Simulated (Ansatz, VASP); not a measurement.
One calculation of Ti, two programs

```
Ti
1.0
     0.00000    2.00053    2.00053
     2.00053    0.00000    2.00053
     2.00053    2.00053    0.00000
Ti
1
Direct
  0.00000 0.00000 0.00000
```

Alike in both runs: functional LDA; k mesh 18 × 18 × 18; occupations gaussian, width 0.1 eV; no spin polarisation.

Ansatz relaxed the structure, and its values are those at the end. VASP's run is a single point on that final structure, the one shown.

```csv
,VASP,Ansatz
version,VASP 6.6.1,Ansatz 0.2.0
potentials or method,"VASP PAW LDA potentials, release 64 (Ti_sv), cutoff 520 eV","scalar-relativistic, plane waves, PAW"
valence electrons in the cell,12,12
```

Ansatz gave:

| Quantity | Value |
| --- | --- |
| gap on the k mesh at the Fermi level (eV) | none |
| pressure (GPa) | 0.0 |

Task: What did VASP give for the same quantities?

Result: gap on the k mesh at the Fermi level (eV): none; pressure (GPa): -0.5.

LDA's correlation is that of Perdew and Zunger in VASP and of Perdew and Wang (1992) in Ansatz. A gap of «none» marks a metal or a gap that the smearing closes.
